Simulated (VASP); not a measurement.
Runs of VASP 6.6.1 on La. The structure is that of space group Fm-3m (No. 225), or close to it. The cells are those of the table. This isn't the form of La at room conditions, which is double hcp.

| task | cell | gap on the mesh (eV) | pressure (GPa) |
| --- | --- | --- | --- |
| electric field gradients | a = 3.745 Å, angles 60.0°, 1 atom | none | -0.1 |
| electric field gradients | a = 3.694 Å, angles 60.0°, 1 atom | none | 1.1 |
| single point | a = 3.770 Å, angles 60.0°, 1 atom | none | (a) |
| single point | a = 3.720 Å, angles 60.0°, 1 atom | none | 0.5 |
| electric field gradients | a = 3.720 Å, angles 60.0°, 1 atom | none | 0.5 |

Alike in all rows: level PBE; potentials or basis VASP PAW PBE potentials, release 64 (La); no spin polarisation; k mesh 11 × 11 × 11; cutoff (eV) 520; smearing fermi-dirac 0.05 eV.

Q: Estimate the missing entries.

A: (a) -0.6.

Caveats: spin-orbit coupling is left out, which moves the levels of the heavy elements.

A k mesh can miss the band edges, and the runs leave out spin-orbit coupling on La.

A gap of «none» marks levels without a gap at the run's occupations.
